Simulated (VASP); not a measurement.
Input of a VASP 6.6.1 run:

The input POSCAR:

```
Cu3N
1.0
    3.7893700857      0.0000000000      0.0000000000
    0.0000000000      3.7893700857      0.0000000000
    0.0000000000      0.0000000000      3.7893700857
Cu N
3 1
Direct
    0.5000000000      0.0000000000      0.0000000000
    0.0000000000      0.5000000000      0.0000000000
    0.0000000000      0.0000000000      0.5000000000
    0.0000000000      0.0000000000      0.0000000000
```

Contents of INCAR.step1:

```
ALGO = Normal
EDIFF = 1E-5
ENCUT = 660
GGA = PE
GGA_COMPAT = F
ISMEAR = -1
LASPH = T
LCHARG = F
LREAL = F
LWAVE = T
NBANDS = 27
NELM = 120
PREC = Accurate
SIGMA = 0.02
```

The input INCAR.step2:

```
ALGO = Normal
EDIFF = 1E-6
ENCUT = 660
GGA_COMPAT = F
ISIF = 2
ISMEAR = -1
ISTART = 1
LASPH = T
LCHARG = F
LMIXTAU = T
LREAL = F
LWAVE = F
METAGGA = R2SCAN
NBANDS = 27
NELM = 120
PREC = Accurate
SIGMA = 0.02
```

Contents of KPOINTS:

```
k-points
0
Gamma
  6 6 6
```

Potentials or basis: VASP PAW PBE potentials, release 64 (Cu, N).

The run is started by

```bash
$ cat potpaw_PBE.64/Cu/POTCAR potpaw_PBE.64/N/POTCAR > POTCAR
$ cp INCAR.step1 INCAR
$ mpirun -np 1 vasp_std > vasp.out
$ cp INCAR.step2 INCAR
$ mpirun -np 1 vasp_std > vasp.out
```

Question: What does it give for the pressure?

Answer: 0.7 GPa.

Question: What does it give for the band gap on the k mesh?

Answer: 0.25 eV, indirect (least direct gap 0.86 eV).

Caveat: the PAW data sets were made with another functional, which shifts forces and pressure a little. A k mesh can miss the band edges.
